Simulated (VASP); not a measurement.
A run of VASP 6.6.1 is set up as follows.

File POSCAR:

```
Ge
1.0
    0.0000000000      2.1745089094      2.1745089094
    2.1745089094      0.0000000000      2.1745089094
    2.1745089094      2.1745089094      0.0000000000
Ge
2
Direct
   -0.1250000000     -0.1250000000     -0.1250000000
    0.1250000000      0.1250000000      0.1250000000
```

File INCAR.step1:

```
PREC     = Accurate       # precision mode
ENCUT    = 520            # plane-wave cutoff, eV
ISMEAR   = -1             # smearing method
SIGMA    = 0.08           # smearing width, eV
LREAL    = F              # projectors in reciprocal space
LASPH    = T              # aspherical terms in the spheres
NELM     = 100            # most SCF steps
NBANDS   = 21             # bands
GGA      = PE             # functional
ALGO     = Normal         # electronic algorithm
EDIFF    = 1E-4           # SCF threshold, eV
LWAVE    = T              # write WAVECAR
LCHARG   = F              # write CHGCAR
```

Contents of INCAR.step2:

```
PREC     = Accurate       # precision mode
ENCUT    = 520            # plane-wave cutoff, eV
EDIFF    = 1E-6           # SCF threshold, eV
ISMEAR   = -1             # smearing method
SIGMA    = 0.08           # smearing width, eV
LREAL    = F              # projectors in reciprocal space
LASPH    = T              # aspherical terms in the spheres
NELM     = 100            # most SCF steps
ALGO     = Normal         # electronic algorithm
ISIF     = 2              # what is computed and relaxed
LWAVE    = F              # write WAVECAR
LCHARG   = F              # write CHGCAR
METAGGA  = R2SCAN         # meta-GGA
LMIXTAU  = T            
NBANDS   = 21             # bands
ISTART   = 1
```

File KPOINTS:

```
Automatic mesh
0
Gamma
  12 12 12
```

Potentials or basis: VASP PAW PBE potentials, release 64 (Ge_d).

The run is started by

```sh
$ cat potpaw_PBE.64/Ge_d/POTCAR > POTCAR
$ cp INCAR.step1 INCAR
$ mpirun -np 1 vasp_std > vasp.out
$ cp INCAR.step2 INCAR
$ mpirun -np 1 vasp_std > vasp.out
```

Q: Estimate the pressure.

A: 342.2 GPa.

Q: What does it give for the band gap on the k mesh?

A: Zero (bands 14 and 15 overlap by 1.55 eV).

Caveat: the cell stands under pressure; the PAW data sets were made with another functional, which shifts forces and pressure a little.
